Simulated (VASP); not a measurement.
The system is ScPb.

```
CELL_PARAMETERS angstrom
3.69736 0.00000 0.00000
-1.84868 3.20201 0.00000
0.00000 0.00000 6.26995
ATOMIC_POSITIONS crystal
Sc 0.00000 0.00000 0.50000
Pb 0.66667 0.33333 0.00000
```

- Program: VASP 6.6.1
- Task: relaxation of cell and atoms
- Functional: PBE
- Potentials or basis: VASP PAW PBE potentials, release 64 (Sc_sv, Pb_d)
- Cutoff: 600 eV
- k mesh: 6 × 6 × 4
- Occupations: gaussian, width 0.1 eV
- Spin: no spin polarisation

At the start: pressure -8.6 GPa; volume 37.11 Å³/atom.

Q: How do energy, volume and symmetry change on relaxing?

A: Over 9 steps the energy falls by 533.4 meV/atom and the volume is 25.75 Å³/atom (-30.6 %); space group P-6m2 (No. 187, to 0.1 Å) before and after.

Step by step:
| step | energy change (eV) | largest force (eV/Å) | pressure (GPa) | volume (Å³) |
| --- | --- | --- | --- | --- |
| 1 | 0.0000 | 0.0000 | -8.63 | 74.23 |
| 2 | -0.8336 | 0.0000 | -2.66 | 54.75 |
| 3 | -0.8685 | 0.0000 | 0.20 | 51.54 |
| 4 | -0.9675 | 0.0000 | 0.98 | 50.43 |
| 5 | -0.9922 | 0.0000 | 1.76 | 49.81 |
| 6 | -1.0257 | 0.0000 | 3.93 | 48.47 |
| 7 | -1.0568 | 0.0000 | -0.48 | 52.13 |
| 8 | -1.0639 | 0.0000 | 0.70 | 50.98 |
| 9 | -1.0668 | 0.0000 | -0.01 | 51.49 |

Final structure:
```xyz
2
Lattice="3.5424 0.0000 0.0000 -1.7712 3.0678 0.0000 0.0000 0.0000 4.7381" Properties=species:S:1:pos:R:3 pbc="T T T"
Sc    0.0000    0.0000    2.3691
Pb    1.7712    1.0226    0.0000
```

Caveat: the volume moved by over 15 % at a fixed basis, so the end points are rough.
